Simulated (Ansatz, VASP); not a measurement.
# Ba: VASP beside Ansatz

```
Ba
1.0
    -2.51249    2.51249    2.51249
     2.51249   -2.51249    2.51249
     2.51249    2.51249   -2.51249
Ba
1
Direct
  0.00000 0.00000 0.00000
```

Alike in both runs: task single point; functional PBE; k mesh 10 × 10 × 10; occupations fermi-dirac, width 0.1 eV; no spin polarisation.

```csv
,VASP,Ansatz
version,VASP 6.6.1,Ansatz 0.2.0
potentials or method,"VASP PAW PBE potentials, release 64 (Ba_sv), cutoff 520 eV","plane waves (420 eV) with PAW, scalar-relativistic"
valence electrons in the cell,10,10
```

```csv
,VASP,Ansatz,Ansatz less VASP
pressure (GPa),0.0,0.0,-0.05
```

Spin-orbit coupling is off throughout.
